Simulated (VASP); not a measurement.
# Sr (C2/c) in VASP: single point with PBE

Aim: the single point of Sr with PBE.

Everything below comes from runs of VASP 6.6.1. Logs are shortened: lines on timing, memory, paths and dates and some standing lists are left out, and cuts for length are marked.

## Step 1: The cell of the first run

It takes space group C2/c (No. 15, monoclinic). Conventional cell: a = 10.256 Å, b = 4.108 Å, c = 7.606 Å, α = 90.00°, β = 130.83°, γ = 90.00°. Within 5.2 Å of Sr (site symmetry 2) lie 10 Sr at 3.97 to 5.05 Å.

## Step 2: Single point, PBE (strained and its atoms moved)

INCAR

```
SYSTEM = Sr
  PREC = Accurate
  ENCUT = 520
  EDIFF = 1E-6
  ISMEAR = 0
  SIGMA = 0.1
  LREAL = .FALSE.
  LASPH = .TRUE.
  NELM = 100
  ALGO = Fast
  ISIF = 2
  LWAVE = .FALSE.
  LCHARG = .TRUE.
  GGA = PE
  LELF = .TRUE.
  LVHAR = .TRUE.
  NBANDS = 17
```

KPOINTS

```
Automatic mesh
0
G
  10 10 10
  0 0 0
```

POSCAR

```
Sr
1.0
   -4.0190637248      4.1219892942      2.0538369621
    4.0190637248     -4.1219892942      2.0538369621
    3.5743007316      3.6772263009     -2.0538369621
Sr
2
Direct
    0.7351549560      0.2351549560      0.5000000000
    0.0148450440      0.0148450440      0.0000000000
```

Potentials or basis: VASP PAW PBE potentials, release 64 (Sr_sv).

Command:

```sh
$ cat potpaw_PBE.64/Sr_sv/POTCAR > POTCAR
$ mpirun -np 1 vasp_std > vasp.out
```

OUTCAR:

```text
SYSTEM = Sr
   PREC = Accurate
   ENCUT = 520
   EDIFF = 1E-6
   ISMEAR = 0
   LREAL = .FALSE.
   LASPH = .TRUE.
   NELM = 100
   ISIF = 2
   GGA = PE

 ion  position               nearest neighbor table
   1  0.735  0.235  0.500-   2 3.97   2 3.97   2 4.01   2 4.01   2 4.82   2 4.82   2 5.05   2 5.05

   2  0.015  0.015  0.000-   1 3.97   1 3.97   1 4.01   1 4.01   1 4.82   1 4.82   1 5.05   1 5.05

  LATTYP: Found a base centered monoclinic cell.
 ALAT       =    10.2562408295
 B/A-ratio  =     0.4005048236
 C/A-ratio  =     0.7416341806
 COS(beta)  =    -0.6538787689

  Lattice vectors:

 A1 = (  -3.5743007316,  -3.6772263009,   2.0538369621)
 A2 = (  -3.5743007316,  -3.6772263009,  -2.0538369621)
 A3 = (   7.5933644564,  -0.4447629933,  -0.0000000000)

Analysis of symmetry for initial positions (statically):
=====================================================================
 Subroutine PRICEL returns:
 Original cell was already a primitive cell.

 Routine SETGRP: Setting up the symmetry group for a
 base centered monoclinic supercell.

 Subroutine GETGRP returns: Found  4 space group operations
 (whereof  2 operations were pure point group operations)
 out of a pool of  4 trial point group operations.

The static configuration has the point symmetry C_2 .
 The point group associated with its full space group is C_2h.

Analysis of symmetry for dynamics (positions and initial velocities):
=====================================================================
 Subroutine PRICEL returns:
 Original cell was already a primitive cell.

 Routine SETGRP: Setting up the symmetry group for a
 base centered monoclinic supercell.

 Subroutine GETGRP returns: Found  4 space group operations
 (whereof  2 operations were pure point group operations)
 out of a pool of  4 trial point group operations.

The dynamic configuration has the point symmetry C_2 .
 The point group associated with its full space group is C_2h.

 Subroutine INISYM returns: Found  4 space group operations
 (whereof  2 operations are pure point group operations),
 and found     1 'primitive' translations

----------------------------------------------------------------------------------------

                                     Primitive cell

  volume of cell :     121.2266

  direct lattice vectors                    reciprocal lattice vectors
    -4.019063725  4.121989294  2.053836962     0.007535230  0.128647731  0.243446782
     4.019063725 -4.121989294  2.053836962     0.132135287  0.007535230  0.243446782
     3.574300732  3.677226301 -2.053836962     0.139670517  0.136182962  0.000000000

  length of vectors
     6.112439385  6.112439385  5.524116695     0.275451183  0.277097184  0.195073454

  position of ions in fractional coordinates (direct lattice)
     0.735154956  0.235154956  0.500000000
     0.014845044  0.014845044  0.000000000

  ion indices of the primitive-cell ions
   primitive index   ion index
                 1           1
                 2           2

----------------------------------------------------------------------------------------

 KPOINTS: Automatic mesh

Automatic generation of k-mesh.
 Grid dimensions read from file:
 generate k-points for:   10   10   10

 Generating k-lattice:

  Cartesian coordinates                     Fractional coordinates (reciprocal lattice)
     0.000753523  0.012864773  0.024344678     0.100000000 -0.000000000  0.000000000
     0.013213529  0.000753523  0.024344678     0.000000000  0.100000000  0.000000000
     0.013967052  0.013618296  0.000000000     0.000000000 -0.000000000  0.100000000

  Length of vectors
     0.027545118  0.027709718  0.019507345

  Shift w.r.t. Gamma in fractional coordinates (k-lattice)
     0.000000000  0.000000000  0.000000000

 Subroutine IBZKPT returns following result:
 ===========================================

 Found    282 irreducible k-points:

 Following reciprocal coordinates:
            Coordinates               Weight
  0.000000  0.000000  0.000000      1.000000
  0.100000  0.000000 -0.000000      4.000000
  0.200000  0.000000 -0.000000      4.000000
  0.300000  0.000000  0.000000      4.000000
  0.400000  0.000000 -0.000000      4.000000
  0.500000  0.000000 -0.000000      2.000000
[... 16 lines left out ...]
 -0.400000  0.200000 -0.000000      4.000000
 -0.300000  0.200000 -0.000000      4.000000
 [... further k-points ...]
   k-points           NKPTS =    282   k-points in BZ     NKDIM =    282   number of bands    NBANDS=     17
   number of dos      NEDOS =    301   number of ions     NIONS =      2
   total plane-waves  NPLWV =  96768
   dimension x,y,z NGX =    48 NGY =   48 NGZ =   42
   dimension x,y,z NGXF=    96 NGYF=   96 NGZF=   84
   ions per type =               2
   NGX,Y,Z   is equivalent  to a cutoff of  13.06, 13.06, 12.64 a.u.
   NGXF,Y,Z  is equivalent  to a cutoff of  26.11, 26.11, 25.28 a.u.
 SYSTEM =  Sr
   PREC   = accura    normal or accurate (medium, high low for compatibility)
   ISTART =      0    job   : 0-new  1-cont  2-samecut
   ICHARG =      2    charge: 1-file 2-atom 10-const
   ISPIN  =      1    spin polarized calculation?
   LNONCOLLINEAR =      F non collinear calculations
   LSORBIT =      F    spin-orbit coupling
   LASPH  =      T    aspherical Exc in radial PAW
   ENCUT  =  520.0 eV  38.22 Ry    6.18 a.u.  11.37 11.37 10.27*2*pi/ulx,y,z
   NELM   =    100;   NELMIN=  2; NELMDL= -5     # of ELM steps
   EDIFF  = 0.1E-05   stopping-criterion for ELM
   LREAL  =      F    real-space projection
   EDIFFG = 0.1E-04   stopping-criterion for IOM
   NSW    =      0    number of steps for IOM
   IBRION =     -1    ionic relax: 0-MD 1-quasi-New 2-CG
   NFREE  =      0    steps in history (QN), initial steepest desc. (CG)
   ISIF   =      2    stress and relaxation
   ISYM   =      2    0-nonsym 1-usesym 2-fastsym
   POTIM  = 0.5000    time-step for ionic-motion
   TEBEG  =    0.0;   TEEND  =   0.0 temperature during run
   PSTRESS=    0.0 pullay stress
   NELECT =      20.0000    total number of electrons
   NUPDOWN=      -1.0000    fix difference up-down
   EMIN   =  10.00;   EMAX   =-10.00  energy-range for DOS
   EFERMI =   0.00;   METHOD = LEGACY
   ISMEAR =     0;   SIGMA  =   0.10  broadening in eV -4-tet -1-fermi 0-gaus
   EFERMI_NEDOS =   21; number of points for ismear=-14 and -15
   IALGO  =     68    algorithm
   IMIX   =      4    mixing-type and parameters
     AMIX     =   0.40;   BMIX     =  1.00
     AMIX_MAG =   1.60;   BMIX_MAG =  1.00
  volume/ion in A,a.u.               =      60.61       409.04
  Fermi-wavevector in a.u.,A,eV,Ry     =   0.897881  1.696749 10.968886  0.806190
  Thomas-Fermi vector in A             =   2.020521
   LORBIT       =      0    0 simple, 1 ext, 2 COOP (PROOUT), +10 PAW based schemes
   GGA     = PE    functional components
   LHFCALC =     F    Hartree Fock is set to
   AEXX    =    0.0000 exact exchange contribution
   IVDW    =     0    specifies the selected vdW correction
   LEPSILON=     F    determine dielectric tensor
   LRPA    =     F    only Hartree local field effects (RPA)
 non-spin polarized calculation
 RMM-DIIS sequential band-by-band and
 Gauss-broadening in eV      SIGMA  =   0.10
  energy-cutoff  :      520.00
  volume of cell :      121.23
 maximum number of plane-waves:      3296
 NGX is ok and might be reduce to    48
   NGX = 23   NGY = 23   NGZ = 21

 number of electron      20.0000000 magnetization

 Free energy of the ion-electron system (eV)
  ---------------------------------------------------
  ext. energy  EPLUGINS =         0.00000000
  ---------------------------------------------------
  free energy    TOTEN  =        -2.77827662 eV

  energy without entropy =       -2.75743010  energy(sigma->0) =       -2.76785336

 E-fermi :   1.1627     XC(G=0):  -7.0550

 val. band max:        1.1607378165   @ k =  -0.3000  -0.3000   0.3000
 cond. band min:       1.1628421891   @ k =  -0.4000  -0.2000   0.2000
 fundamental gap:      0.0021043725
 Fermi energy:         1.1626616286

 k-point     1 :       0.0000    0.0000    0.0000
  band No.  band energies     occupation
      1     -35.7063      2.00000
      2     -35.6831      2.00000
      3     -17.7763      2.00000
      4     -17.7257      2.00000
      5     -17.5942      2.00000
      6     -17.5907      2.00000
[... 9 lines left out ...]
     16       4.3861      0.00000
     17       4.4364      0.00000

 k-point     2 :       0.1000    0.0000   -0.0000
  band No.  band energies     occupation
      1     -35.7051      2.00000
      2     -35.6828      2.00000
      3     -17.7726      2.00000
      4     -17.7222      2.00000
      5     -17.6095      2.00000
      6     -17.6053      2.00000
[... 9 lines left out ...]
     16       3.9930      0.00000
     17       4.2827      0.00000

 k-point     3 :       0.2000    0.0000   -0.0000
  band No.  band energies     occupation
      1     -35.7020      2.00000
      2     -35.6822      2.00000
      3     -17.7635      2.00000
      4     -17.7129      2.00000
      5     -17.6470      2.00000
      6     -17.6410      2.00000
[... 9 lines left out ...]
     16       3.5964      0.00000
     17       3.8452      0.00000

 k-point     4 :       0.3000    0.0000    0.0000
  band No.  band energies     occupation
      1     -35.6978      2.00000
      2     -35.6816      2.00000
      3     -17.7537      2.00000
      4     -17.7099      2.00000
      5     -17.6914      2.00000
      6     -17.6734      2.00000
[... 9 lines left out ...]
     16       3.5356      0.00000
     17       3.7408      0.00000

 k-point     5 :       0.4000    0.0000   -0.0000
  band No.  band energies     occupation
      1     -35.6941      2.00000
      2     -35.6815      2.00000
      3     -17.7477      2.00000
      4     -17.7373      2.00000
      5     -17.7231      2.00000
      6     -17.6661      2.00000
[... 9 lines left out ...]
     16       3.6146      0.00000
     17       4.2170      0.00000

 k-point     6 :       0.5000    0.0000   -0.0000
  band No.  band energies     occupation
      1     -35.6925      2.00000
      2     -35.6815      2.00000
      3     -17.7519      2.00000
      4     -17.7466      2.00000
      5     -17.7333      2.00000
      6     -17.6542      2.00000
[... 9 lines left out ...]
     16       3.6049      0.00000
     17       4.3916      0.00000

 k-point     7 :       0.0000    0.1000   -0.0000
  band No.  band energies     occupation
      1     -35.7051      2.00000
      2     -35.6828      2.00000
      3     -17.7711      2.00000
      4     -17.7235      2.00000
      5     -17.6100      2.00000
      6     -17.6055      2.00000
[... 9 lines left out ...]
     16       3.9811      0.00000
     17       4.3273      0.00000

 k-point     8 :       0.1000    0.1000   -0.0000
  band No.  band energies     occupation
      1     -35.7024      2.00000
      2     -35.6817      2.00000
      3     -17.7639      2.00000
      4     -17.7184      2.00000
      5     -17.6440      2.00000
      6     -17.6439      2.00000
[... 9 lines left out ...]
     16       3.5814      0.00000
     17       3.9364      0.00000
[... 203 lines left out ...]
      1     -35.6949      2.00000
      2     -35.6807      2.00000
      3     -17.7585      2.00000
      4     -17.7244      2.00000
      5     -17.7093      2.00000
      6     -17.7039      2.00000
[... 9 lines left out ...]
     16       3.4189      0.00000
     17       4.9766      0.00000

 k-point    20 :       0.3000    0.2000   -0.0000
  band No.  band energies     occupation
      1     -35.6924      2.00000
      2     -35.6817      2.00000
      3     -17.7665      2.00000
      4     -17.7377      2.00000
      5     -17.7119      2.00000
      6     -17.6931      2.00000
[... 9 lines left out ...]
     16       3.6028      0.00000
     17       4.7663      0.00000

 k-point    21 :       0.4000    0.2000   -0.0000
  band No.  band energies     occupation
      1     -35.6920      2.00000
      2     -35.6836      2.00000
      3     -17.7574      2.00000
      4     -17.7268      2.00000
      5     -17.7130      2.00000
      6     -17.6743      2.00000
[... 9 lines left out ...]
     16       3.7259      0.00000
     17       4.4261      0.00000

 k-point    22 :       0.5000    0.2000   -0.0000
  band No.  band energies     occupation
      1     -35.6944      2.00000
      2     -35.6850      2.00000
      3     -17.7449      2.00000
      4     -17.7014      2.00000
      5     -17.6961      2.00000
      6     -17.6519      2.00000
[... 9 lines left out ...]
     16       3.6177      0.00000
     17       4.1673      0.00000

 k-point    23 :      -0.4000    0.2000   -0.0000
  band No.  band energies     occupation
      1     -35.6984      2.00000
      2     -35.6857      2.00000
      3     -17.7466      2.00000
      4     -17.6883      2.00000
      5     -17.6618      2.00000
      6     -17.6344      2.00000
[... 9 lines left out ...]
     16       3.6882      0.00000
     17       4.0124      0.00000

 k-point    24 :      -0.3000    0.2000   -0.0000
  band No.  band energies     occupation
      1     -35.7020      2.00000
      2     -35.6859      2.00000
      3     -17.7529      2.00000
      4     -17.7023      2.00000
      5     -17.6312      2.00000
      6     -17.6128      2.00000
[... 9 lines left out ...]
     16       4.1364      0.00000
     17       4.6701      0.00000

 [... further k-points ...]

------------------------ aborting loop because EDIFF is reached ----------------------------------------

  FORCE on cell =-STRESS in cart. coord.  units (eV):
  Direction    XX          YY          ZZ          XY          YZ          ZX
  --------------------------------------------------------------------------------------
  -------------------------------------------------------------------------------------
  Total       -0.3227127     -0.6151501     -0.4411668     -0.5400314      0.0000000      0.0000000
  in kB       -4.2650939     -8.1300574     -5.8306285     -7.1372594      0.0000000      0.0000000
  external PRESSURE =      -6.0752599 kB  Pullay stress =       0.0000000 kB

 VOLUME and BASIS-vectors are now :
 -----------------------------------------------------------------------------
  energy-cutoff  :      520.00
  volume of cell :      121.23
      direct lattice vectors                 reciprocal lattice vectors
    -4.019063725  4.121989294  2.053836962     0.007535230  0.128647731  0.243446782
     4.019063725 -4.121989294  2.053836962     0.132135287  0.007535230  0.243446782
     3.574300732  3.677226301 -2.053836962     0.139670517  0.136182962  0.000000000

 POSITION                                       TOTAL-FORCE (eV/Angst)
 -----------------------------------------------------------------------------------
     -0.22238      3.89961      0.96594         0.000000      0.000000     -0.053631
      0.00000      0.00000      0.06098        -0.000000     -0.000000      0.053631
 -----------------------------------------------------------------------------------
    total drift:                                0.000000      0.000000     -0.000000

  FREE ENERGIE OF THE ION-ELECTRON SYSTEM (eV)
  ---------------------------------------------------
  free  energy   TOTEN  =        -2.7782766230 eV

  energy  without entropy=       -2.7574300977  energy(sigma->0) =       -2.76785336
```

Wall time 15 min (1 thread of Intel Xeon Platinum 8259CL at 2.50GHz (Skylake/Cascade Lake), shared host); peak memory 0.66 GiB.

Results:

```yaml
Free_energy: -2.7783 eV
Pressure: -0.6 GPa
Largest_force: 0.054 eV/Å
Band_gap_on_the_k_mesh: zero (bands 10 and 11 overlap by 0.59 eV)
```

Forces in eV/Å, atoms in the order of the input:
```
Sr   0.000  0.000 -0.054
Sr   0.000  0.000  0.054
```

Stress tensor (GPa, compression positive):
```
-0.43 -0.71  0.00
-0.71 -0.81  0.00
 0.00  0.00 -0.58
```

Caveat: the cell differs from its parent crystal (strained and its atoms moved).
